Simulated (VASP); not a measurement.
A run of VASP 6.6.1:

INCAR

```
  PREC = Accurate
  ENCUT = 520
  EDIFF = 1E-6
  ISMEAR = 0
  SIGMA = 0.1
  LREAL = False
  LASPH = True
  NELM = 60
  ALGO = Normal
  ISIF = 2
  LWAVE = False
  LCHARG = True
  GGA = PS
  LELF = True
  LVHAR = True
  NBANDS = 31
```

KPOINTS

```
Automatic mesh
0
Gamma
  12 12 6
```

POSCAR

```
Si2W
1.0
    3.3466120424      0.0000000000      0.0000000000
    0.0000000000      3.1665098225      0.0000000000
    0.0000000000      0.0000000000      7.7724519419
Si W
4 2
Direct
    0.0000000000      0.0000000000      0.3349522668
    0.5000000000      0.5000000000      0.1650477332
    0.5000000000      0.5000000000      0.8349522668
    0.0000000000      0.0000000000      0.6650477332
    0.0000000000      0.0000000000      0.0000000000
    0.5000000000      0.5000000000      0.5000000000
```

Potentials or basis: VASP PAW PBE potentials, release 64 (Si, W_sv).

Run with:

```sh
$ cat potpaw_PBE.64/Si/POTCAR potpaw_PBE.64/W_sv/POTCAR > POTCAR
$ mpirun -np 1 vasp_std > vasp.out
```

Hardware: 1 thread of AMD EPYC 9R14 (Zen 4), on a shared host.

Question: Estimate the wall time of this run.

Answer: It took 3.8 min on 1 thread of AMD EPYC 9R14 (Zen 4), with other jobs on the host, peak memory 0.45 GiB. Counts: scf iterations 12, k points 196.
